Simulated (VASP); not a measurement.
Set up this calculation in VASP 6.6.1, as the native input.

| Quantity | Value |
| --- | --- |
| Task | single point |
| Functional | r2SCAN |
| Potentials or basis | VASP PAW PBE potentials, release 64 (Mg_sv, O) |
| Cutoff | 920 eV |
| k mesh | 8 × 8 × 8 |
| Occupations | fermi-dirac, width 0.02 eV |
| Spin | no spin polarisation |
| Dipole correction | no |
| Further INCAR settings | ALGO = Normal; EDIFF = 1e-06; NBANDS = 15 |

MgO:

```xyz
2
Lattice="2.6233 0.0000 0.0000 0.0000 2.6233 0.0000 0.0000 0.0000 2.6233" Properties=species:S:1:pos:R:3 pbc="T T T"
Mg    0.0000    0.0000    0.0000
O     1.3117    1.3117    1.3117
```

One way to write it, as run:

POSCAR

```
MgO
1.0
    2.6233490555      0.0000000000      0.0000000000
    0.0000000000      2.6233490555      0.0000000000
    0.0000000000      0.0000000000      2.6233490555
Mg O
1 1
Direct
    0.0000000000      0.0000000000      0.0000000000
    0.5000000000      0.5000000000      0.5000000000
```

INCAR.step1

```
SYSTEM = MgO
ALGO = Normal
EDIFF = 1E-5
ENCUT = 920
GGA = PE
GGA_COMPAT = .False.
ISMEAR = -1
LASPH = .True.
LCHARG = .False.
LREAL = .False.
LWAVE = .True.
NBANDS = 15
NELM = 120
PREC = Accurate
SIGMA = 0.02
```

INCAR.step2

```
SYSTEM = MgO
ALGO = Normal
EDIFF = 1E-6
ENCUT = 920
GGA_COMPAT = .False.
ISIF = 2
ISMEAR = -1
ISTART = 1
LASPH = .True.
LCHARG = .False.
LMIXTAU = .True.
LREAL = .False.
LWAVE = .False.
METAGGA = R2SCAN
NBANDS = 15
NELM = 120
PREC = Accurate
SIGMA = 0.02
```

KPOINTS

```
k-points
0
Gamma
  8 8 8
  0 0 0
```

Potentials or basis: VASP PAW PBE potentials, release 64 (Mg_sv, O).

Command:

```bash
$ cat potpaw_PBE.64/Mg_sv/POTCAR potpaw_PBE.64/O/POTCAR > POTCAR
$ cp INCAR.step1 INCAR
$ mpirun -np 1 vasp_std > vasp.out
$ cp INCAR.step2 INCAR
$ mpirun -np 1 vasp_std > vasp.out
```

It gave:

```yaml
Pressure: 0.7 GPa
Band_gap_on_the_k_mesh: 3.52 eV (least direct gap 4.57 eV)
```

Caveat: the structure was generated, so it needn't be the stable form of MgO; the PAW data sets were made with another functional, which shifts forces and pressure a little.

Run time: 49 s on 1 thread of AMD EPYC 9R45 96-Core Processor (Zen 5), with other jobs on the host, peak memory 0.14 GiB.
